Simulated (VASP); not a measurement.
Input of a VASP 6.6.1 run:

POSCAR

```
KF
1.0
    0.0000000000      2.6539175805      2.6539175805
    2.6539175805      0.0000000000      2.6539175805
    2.6539175805      2.6539175805      0.0000000000
K F
1 1
Direct
    0.0000000000      0.0000000000      0.0000000000
    0.5000000000      0.5000000000      0.5000000000
```

INCAR.step1

```
SYSTEM = KF
PREC = Accurate ; ENCUT = 520
ISMEAR = -1 ; SIGMA = 0.05
LREAL = .False. ; LASPH = .True.
NELM = 100 ; NBANDS = 15
GGA = PE ; ALGO = Normal
EDIFF = 1E-4 ; LWAVE = .True.
LCHARG = .False.
```

File INCAR.step2:

```
SYSTEM = KF
PREC = Accurate ; ENCUT = 520
EDIFF = 1E-7 ; ISMEAR = -1
SIGMA = 0.05 ; LREAL = .False.
LASPH = .True. ; NELM = 100
ALGO = Normal ; ISIF = 2
LWAVE = .False. ; LCHARG = .False.
METAGGA = R2SCAN ; LMIXTAU = .True.
NBANDS = 15 ; ISTART = 1
```

KPOINTS

```
regular mesh
0
Gamma
  9 9 9
  0 0 0
```

Potentials or basis: VASP PAW PBE potentials, release 64 (K_sv, F).

Run with:

```sh
$ cat potpaw_PBE.64/K_sv/POTCAR potpaw_PBE.64/F/POTCAR > POTCAR
$ cp INCAR.step1 INCAR
$ mpirun -np 1 vasp_std > vasp.out
$ cp INCAR.step2 INCAR
$ mpirun -np 1 vasp_std > vasp.out
```

Estimate the band gap on the k mesh.

6.94 eV.

What does it give for the pressure?

0.2 GPa.

Caveat: the PAW data sets were made with another functional, which shifts forces and pressure a little; an odd mesh through Γ misses points on the zone boundary, where band edges can lie. r2SCAN opens gaps a little over a GGA but as a rule still falls short of measured ones.
